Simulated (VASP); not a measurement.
Here is a VASP 6.6.1 calculation.

The input INCAR:

```
ALGO = Normal
EDIFF = 1E-7
ENCUT = 520
GGA = PS
ISIF = 2
ISMEAR = 0
IVDW = 12
LASPH = True
LCHARG = True
LELF = True
LREAL = False
LVHAR = True
LWAVE = False
NBANDS = 11
NELM = 100
PREC = Accurate
SIGMA = 0.05
```

File KPOINTS:

```
k-points
0
Gamma
  15 15 15
```

Contents of POSCAR:

```
C
1.0
    1.2291305633      0.7096388616      3.2835658809
   -1.2291305633      0.7096388616      3.2835658809
    0.0000000000     -1.4192777231      3.2835658809
C
2
Direct
    0.1648548058      0.1648548058      0.1507631311
    0.8351451942      0.8351451942      0.8492368689
```

Potentials or basis: VASP PAW PBE potentials, release 64 (C).

The run is started by

```console
$ cat potpaw_PBE.64/C/POTCAR > POTCAR
$ mpirun -np 1 vasp_std > vasp.out
```

(1) Estimate the dispersion energy per atom.

(2) Estimate the largest force.

(3) Estimate the pressure.

## Answers

(1) -0.113 eV.

(2) 2.902 eV/Å.

(3) 0.3 GPa.

Caveat: the cell differs from its parent crystal (atoms displaced along a vibrational mode); the PAW data sets were made with another functional, which shifts forces and pressure a little.
